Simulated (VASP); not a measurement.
Runs of VASP 6.6.1 on AlH2. The structure is that of space group P-3m1 (No. 164), or close to it. The cells are those of the table. The cell was built from a structure type or drawn by symmetry, and may not be a known phase.

| task | cell | k mesh | cutoff (eV) | gap on the mesh (eV) | pressure (GPa) | relaxed volume (Å³/atom) | largest force (eV/Å) |
| --- | --- | --- | --- | --- | --- | --- | --- |
| relaxation of cell and atoms | relaxed from a = 3.057, b = 3.057, c = 3.075 Å, angles 90.0, 90.0, 120.0°, 3 atoms | 6 × 6 × 6 | 600 | none | 0.0 | 8.32 | 0.02 |
| single point | a = 3.110, b = 3.110, c = 2.911 Å, angles 90.0, 90.0, 120.0°, 3 atoms | 18 × 18 × 16 | 520 | none | -0.2 | - | - |
| single point | a = 3.057, b = 3.057, c = 3.075 Å, angles 90.0, 90.0, 120.0°, 3 atoms | 6 × 6 × 4 | 520 | none | 0.0 | - | 0.02 |
| single point | a = 3.068, b = 3.068, c = 3.042 Å, angles 90.0, 90.0, 120.0°, 3 atoms | 6 × 6 × 6 | 520 | none | -0.2 | - | 0.02 |
| relaxation of cell and atoms | relaxed from a = 3.068, b = 3.068, c = 3.042 Å, angles 90.0, 90.0, 120.0°, 3 atoms | 18 × 18 × 16 | 600 | none | 0.1 | (a) | 0.01 |

Alike in all rows: level PBE; potentials or basis VASP PAW PBE potentials, release 64 (Al, H); no spin polarisation; smearing gaussian 0.1 eV.

Fill in the values left out.

(a) 8.12.

Caveats: some runs use coarse meshes.

A gap of «none» marks levels without a gap at the run's occupations.
